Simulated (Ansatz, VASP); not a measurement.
Two plane-wave programs on Ca2Sn2N

```
Ca Sn N
1.0
     3.36490    0.00000    0.29950
     0.00000    6.72114    0.00000
    -0.47677    0.00000    5.16742
Ca Sn N
2 2 1
Direct
  0.02647 0.76290 0.95990
  0.02647 0.23710 0.95990
  0.52521 0.00000 0.47500
  0.52676 0.50000 0.44873
  0.52632 0.00000 0.88749
```

Alike in both runs: functional PBE; k mesh 4 × 3 × 3; occupations gaussian, width 0.2 eV; no spin polarisation.

Ansatz relaxed the structure, and its values are those at the end. VASP's run is a single point on that final structure, the one shown.

|  | VASP | Ansatz |
| --- | --- | --- |
| version | VASP 6.6.1 | Ansatz 0.2.0 |
| potentials or method | VASP PAW PBE potentials, release 64 (Ca_sv, Sn_d, N), cutoff 520 eV | scalar-relativistic, plane waves, PAW |
| valence electrons in the cell | 53 | 53 |

```tsv
	VASP	Ansatz	Ansatz less VASP
gap on the k mesh at the Fermi level (eV)	none	none	-
pressure (GPa)	0.1	0.0	-0.13
rms of the force components (eV/Å)	0.016	0.002	-0.0144
```

A gap of «none» marks a metal or a gap that the smearing closes.

The k mesh is coarse, so the values compare programs but aren't converged.
